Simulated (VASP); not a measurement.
Set up this calculation in VASP 6.6.1, as the native input.

| Quantity | Value |
| --- | --- |
| Task | single point |
| Functional | LDA |
| Potentials or basis | VASP PAW LDA potentials, release 64 (Cs_sv, O) |
| Cutoff | 520 eV |
| k mesh | 6 × 6 × 6 |
| Occupations | fermi-dirac, width 0.03 eV |
| Spin | no spin polarisation |
| Dipole correction | no |
| Further INCAR settings | ALGO = Normal; EDIFF = 1e-06; NBANDS = 23 |

The structure of CsO lies in POSCAR:

```
CsO
1.0
   -2.1668547950      3.2186837237      3.7788316351
    2.1668547950     -3.2186837237      3.7788316351
    2.1668547950      3.2186837237     -3.7788316351
Cs O
2 2
Direct
    0.2535603300      0.2535603300      0.0000000000
    0.7464396700      0.7464396700      0.0000000000
    0.6054771200      0.0000000000      0.6054771200
    0.3945228800      0.0000000000      0.3945228800
```

This cell differs from its parent crystal: shortest bond scaled by 0.9.

One way to write it, as run:

INCAR

```
SYSTEM = CsO
PREC = Accurate
ENCUT = 520
EDIFF = 1E-6
ISMEAR = -1
SIGMA = 0.03
LREAL = .FALSE.
LASPH = .TRUE.
NELM = 80
ALGO = Normal
ISIF = 2
LWAVE = .FALSE.
LCHARG = .FALSE.
NBANDS = 23
```

KPOINTS

```
Automatic mesh
0
G
  6 6 6
  0 0 0
```

Potentials or basis: VASP PAW LDA potentials, release 64 (Cs_sv, O).

Launch:

```console
$ cat potpaw_LDA.64/Cs_sv/POTCAR potpaw_LDA.64/O/POTCAR > POTCAR
$ mpirun -np 1 vasp_std > vasp.out
```

It gave:

```yaml
Pressure: -0.3 GPa
Largest_force: 3.663 eV/Å
Band_gap_on_the_k_mesh: 1.04 eV
```

Caveat: the cell differs from its parent crystal (shortest bond scaled by 0.9); the stress differs along the axes, from -3 to 5 GPa; spin-orbit coupling is left out, which moves the levels of the heavy elements; forces of over 1 eV/Å act on the atoms, so gaps and moduli don't describe the material at rest.

Run time: 2.5 min on 1 thread of Intel(R) Xeon(R) Platinum 8259CL CPU @ 2.50GHz (Skylake/Cascade Lake) (shared host), peak memory 0.25 GiB.
